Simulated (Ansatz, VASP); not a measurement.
One calculation of Rh, two programs

The input INCAR:

```
PREC     = Accurate       # precision mode
ENCUT    = 520            # plane-wave cutoff, eV
EDIFF    = 1E-6           # SCF threshold, eV
ISMEAR   = -1             # smearing method
SIGMA    = 0.05           # smearing width, eV
LREAL    = F              # projectors in reciprocal space
LASPH    = T              # aspherical terms in the spheres
NELM     = 60             # most SCF steps
ALGO     = Normal         # electronic algorithm
ISIF     = 2              # what is computed and relaxed
LWAVE    = F              # write WAVECAR
LCHARG   = T              # write CHGCAR
LELF     = T              # ELF
LVHAR    = T            
NBANDS   = 14             # bands
```

File KPOINTS:

```
regular mesh
0
Gamma
  12 12 12
```

Contents of POSCAR:

```
Rh
1.0
    0.0000000000      1.9104189093      1.9104189093
    1.9104189093      0.0000000000      1.9104189093
    1.9104189093      1.9104189093      0.0000000000
Rh
1
Direct
    0.0000000000      0.0000000000      0.0000000000
```

input.yaml

```yaml
crystal:
  lattice:
    - [0.0, 1.9104189093, 1.9104189093]
    - [1.9104189093, 0.0, 1.9104189093]
    - [1.9104189093, 1.9104189093, 0.0]
  atoms:
    - { symbol: Rh, position: [0.0, 0.0, 0.0] }
kpoints:
  mp_grid: { grid: [12, 12, 12] }
scf:
  occupations: { method: fermi_dirac, width: 0.05 }
hamiltonian:
  xc: lda
  pseudopotentials: { kind: all_electron, lapw: { basis_error: 0.001 } }
output:
  forces: true
  stress: true
  eigenvalues: true
```

Change from the starting cell: volume scaled by 1.02.

Alike in both runs: task single point; functional LDA; k mesh 12 × 12 × 12; occupations fermi-dirac, width 0.05 eV; no spin polarisation.

```csv
,VASP,Ansatz
version,VASP 6.6.1,Ansatz 0.2.0
potentials or method,"VASP PAW LDA potentials, release 64 (Rh_pv), cutoff 520 eV","all-electron LAPW, scalar-relativistic"
```

```tsv
	VASP	Ansatz	Ansatz less VASP
gap on the k mesh at the Fermi level (eV)	none	none	-
pressure (GPa)	-14.2	-14.9	-0.75
```

LDA's correlation is that of Perdew and Zunger in VASP and of Perdew and Wang (1992) in Ansatz. A gap of «none» marks a metal or a gap that the smearing closes. Ansatz ran all-electron here, and VASP with PAW potentials.
